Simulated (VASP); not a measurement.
MnO, 2 atoms in the cell. Symmetry: Pm-3m, No. 221, cubic system. Conventional cell: a = 2.654 Å, b = 2.654 Å, c = 2.654 Å, α = 90.00°, β = 90.00°, γ = 90.00°. Within 3.0 Å of Mn (site symmetry m-3m) lie 8 O at 2.30 Å and 6 Mn at 2.65 Å. O (site symmetry m-3m) has 8 Mn at 2.30 Å and 6 O at 2.65 Å within 3.0 Å. 

- Program: VASP 6.6.1
- Task: single point
- Functional: PBE
- Potentials or basis: VASP PAW PBE potentials, release 64 (Mn_pv, O)
- Cutoff: 600 eV
- k mesh: 10 × 10 × 10
- Occupations: fermi-dirac, width 0.05 eV
- Spin: collinear spin, ferromagnetic start
- Starting moments: [4.0, 0.0] μB
- Dipole correction: no
- Further INCAR settings: ALGO = Normal; EDIFF = 1e-06; NBANDS = 20

Potentials or basis: VASP PAW PBE potentials, release 64 (Mn_pv, O).

Command:

```console
$ cat potpaw_PBE.64/Mn_pv/POTCAR potpaw_PBE.64/O/POTCAR > POTCAR
$ mpirun -np 1 vasp_std > vasp.out
```

Hardware: 1 thread of Intel(R) Xeon(R) 6975P-C (Granite Rapids) (shared host).

Question: How long does it take, and how much memory?

Answer: Wall time 16 s on 1 thread of Intel(R) Xeon(R) 6975P-C (Granite Rapids) (shared host), peak memory 0.17 GiB. Counts: scf iterations 14, k points 56.
